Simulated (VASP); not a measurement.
NaGeCl3, 5 atoms in the cell. The structure is cubic, space group Pm-3m (No. 221). Conventional cell: a = 5.191 Å, b = 5.191 Å, c = 5.191 Å, α = 90.00°, β = 90.00°, γ = 90.00°. Na (site symmetry m-3m) has 12 Cl at 3.67 Å and 8 Ge at 4.50 Å within 4.8 Å. Within 3.4 Å of Ge (site symmetry m-3m) lie 6 Cl at 2.60 Å. Within 3.4 Å of Cl (site symmetry 4/mmm) lie 2 Ge at 2.60 Å. 

| Property | Result |
| --- | --- |
| Program | VASP 6.6.1 |
| Task | single point |
| Functional | PBE |
| Potentials or basis | VASP PAW PBE potentials, release 64 (Na_pv, Ge_d, Cl) |
| Cutoff | 520 eV |
| k mesh | 6 × 6 × 6 |
| Occupations | fermi-dirac, width 0.02 eV |
| Spin | no spin polarisation |
| Dipole correction | no |
| Further INCAR settings | ALGO = Normal; EDIFF = 1e-06; NBANDS = 29 |

Potentials or basis: VASP PAW PBE potentials, release 64 (Na_pv, Ge_d, Cl).

Run with:

```console
$ cat potpaw_PBE.64/Na_pv/POTCAR potpaw_PBE.64/Ge_d/POTCAR potpaw_PBE.64/Cl/POTCAR > POTCAR
$ mpirun -np 1 vasp_std > vasp.out
```

Hardware: 1 thread of Intel(R) Xeon(R) 6975P-C (Granite Rapids), with other jobs on the host.

Estimate the wall time of this run.

Wall time 40 s on 1 thread of Intel(R) Xeon(R) 6975P-C (Granite Rapids), on a shared host, peak memory 0.27 GiB. Counts: scf iterations 14, k points 20.
